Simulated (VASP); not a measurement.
Ti:

```xyz
1
Lattice="-1.6278 1.6278 1.6278 1.6278 -1.6278 1.6278 1.6278 1.6278 -1.6278" Properties=species:S:1:pos:R:3 pbc="T T T"
Ti    0.0000    0.0000    0.0000
```

* Program: VASP 6.6.1
* Task: relaxation of cell and atoms
* Functional: PBEsol
* Potentials or basis: VASP PAW PBE potentials, release 64 (Ti_sv)
* Cutoff: 600 eV
* k mesh: 18 × 18 × 18
* Occupations: gaussian, width 0.1 eV
* Spin: no spin polarisation

At the start: pressure -4.7 GPa; volume 17.25 Å³/atom.

Problem. How do energy, volume and symmetry change on relaxing?

Solution. Over 3 steps the energy falls by 11.3 meV/atom and the volume is 16.50 Å³/atom (-4.4 %); space group Im-3m (No. 229, to 0.05 Å).

The path:
```
step  energy change (eV)  largest force (eV/Å)  pressure (GPa)  volume (Å³)
   1              0.0000                0.0000           -4.66        17.25
   2             -0.0065                0.0000            3.36        16.03
   3             -0.0113                0.0000            0.02        16.50
```

Final structure:
```cif
data_structure
_symmetry_space_group_name_H-M 'P 1'
_symmetry_Int_Tables_number 1
_cell_length_a 2.7777
_cell_length_b 2.7777
_cell_length_c 2.7777
_cell_angle_alpha 109.471
_cell_angle_beta 109.471
_cell_angle_gamma 109.471
_cell_volume 16.50
loop_
_atom_site_label
_atom_site_type_symbol
_atom_site_fract_x
_atom_site_fract_y
_atom_site_fract_z
_atom_site_occupancy
Ti1 Ti 0.00000 0.00000 0.00000 1
```

Caveat: the PAW data sets were made with another functional, which shifts forces and pressure a little.
